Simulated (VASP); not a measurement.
Input of a VASP 6.6.1 run:

The input INCAR:

```
SYSTEM = ZnSe
PREC = Accurate
ENCUT = 500
EDIFF = 1E-6
ISMEAR = -1
SIGMA = 0.05
LREAL = .False.
LASPH = .True.
NELM = 120
ALGO = Normal
ISIF = 2
LWAVE = .False.
LCHARG = .False.
GGA = LIBXC
LIBXC1 = GGA_X_B88
LIBXC2 = GGA_C_PBE
NBANDS = 16
GGA_COMPAT = .False.
```

File KPOINTS:

```
Automatic mesh
0
Gamma
  8 8 8
  0 0 0
```

POSCAR

```
ZnSe
1.0
    0.0000000000      2.7955007105      2.7955007105
    2.7955007105      0.0000000000      2.7955007105
    2.7955007105      2.7955007105      0.0000000000
Se Zn
1 1
Direct
    0.7500000000      0.7500000000      0.7500000000
    0.0000000000      0.0000000000      0.0000000000
```

Potentials or basis: VASP PAW PBE potentials, release 64 (Se, Zn).

The run is started by

```sh
$ cat potpaw_PBE.64/Se/POTCAR potpaw_PBE.64/Zn/POTCAR > POTCAR
$ mpirun -np 1 vasp_std > vasp.out
```

What does it give for the band gap on the k mesh?

1.45 eV.

Estimate the pressure.

5.2 GPa.

Caveat: the cell stands under pressure; the PAW data sets were made with another functional, which shifts forces and pressure a little.
